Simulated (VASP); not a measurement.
**ZnCu: single point with LDA**

Crystal: ZnCu.

```xyz
2
Lattice="2.9450 0.0000 0.0000 0.0000 2.9450 0.0000 0.0000 0.0000 2.9450" Properties=species:S:1:pos:R:3 pbc="T T T"
Zn    1.4364    1.4364    1.4364
Cu    0.0000    0.0000    0.0000
```

This cell differs from its parent crystal: all Zn atoms moved +0.062 Å, as atom 1 towards its neighbour atom 2 (Cu) at 2.550 Å.

```
Program             : VASP 6.6.1
Task                : single point
Functional          : LDA
Potentials or basis : VASP PAW LDA potentials, release 64 (Zn, Cu)
Cutoff              : 520 eV
k mesh              : 16 × 16 × 16
Occupations         : gaussian, width 0.15 eV
Spin                : no spin polarisation
```

The pressure is -8.5 GPa. The largest force is 0.251 eV/Å. The band gap on the k mesh is zero (an odd number of electrons rules out a gap without spin polarisation).

Forces in eV/Å, atoms in the order of the input:
```
Zn   0.145  0.145  0.145
Cu  -0.145 -0.145 -0.145
```

Stress tensor (GPa, compression positive):
```
-8.47  0.14  0.14
 0.14 -8.47  0.14
 0.14  0.14 -8.47
```

Levels at points of the mesh, in eV from the Fermi level:
| k point | band 10 | band 11 | band 12 | band 13 | band 14 | band 15 |
| --- | --- | --- | --- | --- | --- | --- |
| (0.00, 0.00, 0.00) | -2.77 | -2.77 | 6.19 | 6.19 | 6.19 | 11.39 |
| (0.50, 0.00, 0.00) | -3.32 | -2.85 | -2.03 | 11.61 | 11.61 | 12.31 |
| (0.50, 0.50, 0.00) | -2.53 | -1.85 | -1.85 | 1.71 | 2.08 | 13.79 |
| (0.50, 0.50, 0.50) | -2.51 | 3.71 | 4.19 | 4.30 | 4.30 | 4.62 |

It took 3.7 min on 1 thread of Intel Xeon 8259CL, on a shared host, peak memory 0.3 GiB.

Caveat: the cell differs from its parent crystal (all Zn atoms moved +0.062 Å, as atom 1 towards its neighbour atom 2 (Cu) at 2.550 Å); the cell stands under tension.
